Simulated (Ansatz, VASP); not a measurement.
HfO2: VASP beside Ansatz

```
CELL_PARAMETERS angstrom
0.00000 2.46924 2.55254
2.46924 0.00000 2.55254
2.46924 2.46924 0.00000
ATOMIC_POSITIONS crystal
Hf 0.00000 0.00000 0.00000
O 0.25000 0.25000 0.25000
O 0.75000 0.75000 0.75000
```

Change from the starting cell: epitaxial_xy strain -2.4%.

Alike in both runs: task single point; functional PBE; k mesh 8 × 8 × 8; occupations fermi-dirac, width 0.02 eV; no spin polarisation.

|  | VASP | Ansatz |
| --- | --- | --- |
| version | VASP 6.6.1 | Ansatz 0.2.0 |
| potentials or method | VASP PAW PBE potentials, release 64 (Hf_pv, O) | plane waves, PAW |
| plane-wave cutoff (eV) | 520 | 420 |
| valence electrons in the cell | 22 | 38 |

```tsv
	VASP	Ansatz	Ansatz less VASP
gap on the k mesh at the Fermi level (eV)	3.60	3.59	-0.012
pressure (GPa)	13.2	17.4	+4.20
traceless stress, the component that is largest in VASP (GPa)	-11.03	-10.80	+0.227
```

VASP's potentials hold 22 valence electrons a cell and Ansatz's 38, so a difference there can come from the potentials and not from the codes.

Spin-orbit coupling is off throughout.
